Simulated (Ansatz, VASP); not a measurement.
C in VASP and in Ansatz

INCAR

```
PREC = Accurate
ENCUT = 520
EDIFF = 1E-8
ISMEAR = -1
SIGMA = 0.03
LREAL = F
LASPH = T
NELM = 100
ALGO = Normal
ISIF = 2
LWAVE = F
LCHARG = F
GGA = PE
LEFG = T
NBANDS = 11
```

The input KPOINTS:

```
Automatic mesh
0
Gamma
  17 17 17
```

Contents of POSCAR:

```
C
1.0
    1.2280263465      0.7090013417      3.3470108394
   -1.2280263465      0.7090013417      3.3470108394
    0.0000000000     -1.4180026834      3.3470108394
C
2
Direct
    0.1768490844      0.1627443382      0.1575816428
    0.8360000000      0.8360000000      0.8360000000
```

Input for Ansatz:

```yaml
crystal:
  lattice:
    - [1.2280263465, 0.7090013417, 3.3470108394]
    - [-1.2280263465, 0.7090013417, 3.3470108394]
    - [0.0, -1.4180026834, 3.3470108394]
  atoms:
    - { symbol: C, position: [0.1768490844, 0.1627443382, 0.1575816428] }
    - { symbol: C, position: [0.836, 0.836, 0.836] }
kpoints:
  mp_grid: { grid: [17, 17, 17] }
scf:
  occupations: { method: fermi_dirac, width: 0.03 }
hamiltonian:
  xc: pbe
  pseudopotentials: { kind: paw }
output:
  forces: true
  stress: true
  eigenvalues: true
  efg: { contact_densities: true }
  write_density: true
  write_potential: true
  elf: true
  volumetric_format: npy
```

Alike in both runs: task electric field gradients; functional PBE; k mesh 17 × 17 × 17; occupations fermi-dirac, width 0.03 eV; no spin polarisation.

|  | VASP | Ansatz |
| --- | --- | --- |
| version | VASP 6.6.1 | Ansatz 0.2.0 |
| potentials or method | VASP PAW PBE potentials, release 64 (C) | PAW with Ansatz's default frozen-core files, scalar-relativistic |
| plane-wave cutoff (eV) | 520 | 420 |
| valence electrons in the cell | 8 | 8 |

Ansatz gave:

| Quantity | Value |
| --- | --- |
| pressure (GPa) | 4.7 |
| traceless stress, the component that is largest in VASP (GPa) | 2.63 |
| rms of the force components (eV/Å) | 0.864 |
| size of Vzz on the site where it differs most (V/Å²) | 23.7 |

Problem. What did VASP give for the same quantities?

Solution. Pressure (GPa): 5.2; traceless stress, the component that is largest in VASP (GPa): 2.93; rms of the force components (eV/Å): 0.864; size of Vzz on the site where it differs most (V/Å²): 31.2.

Atom by atom the forces differ by 0.001 eV/Å (rms over components).
